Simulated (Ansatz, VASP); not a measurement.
# One calculation of Pd, two programs

The input INCAR:

```
SYSTEM = Pd
ALGO = Normal
EDIFF = 1E-7
ENCUT = 520
GGA = PS
GGA_COMPAT = .False.
ISIF = 2
ISMEAR = -5
IVDW = 13
LASPH = .True.
LCHARG = .False.
LMAXMIX = 4
LORBIT = 11
LORBMOM = .True.
LREAL = .False.
LSORBIT = .True.
LWAVE = .False.
MAGMOM = 0 0 0
NBANDS = 21
NELM = 150
PREC = Accurate
SIGMA = 0.05
```

KPOINTS

```
k-points
0
Gamma
  9 9 9
  0 0 0
```

The input POSCAR:

```
Pd
1.0
   -0.0046930000      1.9561450000      1.9698920000
    1.9789050000      0.0066140000      1.9585850000
    1.9461710000      1.9121050000      0.0393480000
Pd
1
Direct
   -0.0155690000      0.0085160000      0.0095150000
```

Contents of input.yaml:

```yaml
crystal:
  lattice:
    - [-0.004693, 1.956145, 1.969892]
    - [1.978905, 0.006614, 1.958585]
    - [1.946171, 1.912105, 0.039348]
  atoms:
    - { symbol: Pd, position: [-0.015569, 0.008516, 0.009515] }
kpoints:
  mp_grid: { grid: [9, 9, 9] }
scf:
  occupations: { method: tetrahedron }
hamiltonian:
  xc: pbesol
  dispersion: d4
  pseudopotentials: { kind: all_electron, lapw: { basis_error: 0.001 } }
magnetization:
  noncollinear: true
  spin_orbit: true
output:
  forces: true
  stress: true
  eigenvalues: true
```

Change from the starting cell: cell strained at random at fixed volume.

Alike in both runs: task single point; functional PBEsol; dispersion D4; k mesh 9 × 9 × 9; occupations tetrahedron; non-collinear spin, spin-orbit coupling.

|  | VASP | Ansatz |
| --- | --- | --- |
| version | VASP 6.6.1 | Ansatz 0.2.0 |
| potentials or method | VASP PAW PBE potentials, release 64 (Pd), cutoff 520 eV | all-electron LAPW, relativistic spinors |

```csv
,VASP,Ansatz,Ansatz less VASP
pressure (GPa),-5.4,-5.2,+0.24
"traceless stress, the component that is largest in VASP (GPa)",-2.16,-2.16,-0.002
```

VASP's potentials were made for PBE, not for PBEsol. Ansatz ran all-electron here, and VASP with PAW potentials.

Noted on Ansatz's run: the k mesh is thin for a metal, which can move the energy by tens of meV per atom.
